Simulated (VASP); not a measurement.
Input of a VASP 6.6.1 run:

Contents of INCAR:

```
SYSTEM = SiO2
  ALGO = Normal
  EDIFF = 1E-6
  ENCUT = 520
  ISIF = 2
  ISMEAR = 0
  LASPH = .TRUE.
  LCHARG = .FALSE.
  LREAL = .FALSE.
  LWAVE = .FALSE.
  NBANDS = 34
  NELM = 80
  PREC = Accurate
  SIGMA = 0.02
```

KPOINTS

```
k-points
0
G
  6 6 4
  0 0 0
```

POSCAR

```
SiO2
1.0
    4.5589606033      0.0000000000      0.0000000000
   -2.2794803017      3.9481756973      0.0000000000
    0.0000000000      0.0000000000      5.6661597070
Si O
3 6
Direct
    0.0000000000      0.5000000000      0.3333333333
    0.5000000000      0.5000000000      0.6666666667
    0.5000000000      0.0000000000      0.0000000000
    0.6255763250      0.8127881625      0.8333333333
    0.8127881625      0.6255763250      0.5000000000
    0.8127881625      0.1872118375      0.1666666667
    0.3744236750      0.1872118375      0.8333333333
    0.1872118375      0.3744236750      0.5000000000
    0.1872118375      0.8127881625      0.1666666667
```

Potentials or basis: VASP PAW LDA potentials, release 64 (Si, O).

Launch:

```sh
$ cat potpaw_LDA.64/Si/POTCAR potpaw_LDA.64/O/POTCAR > POTCAR
$ mpirun -np 1 vasp_std > vasp.out
```

(1) What does it give for the band gap on the k mesh?

(2) What does it give for the pressure?

(3) Estimate the largest force.

Results:

(1) 5.26 eV, direct.

(2) 26.0 GPa.

(3) 0.015 eV/Å.
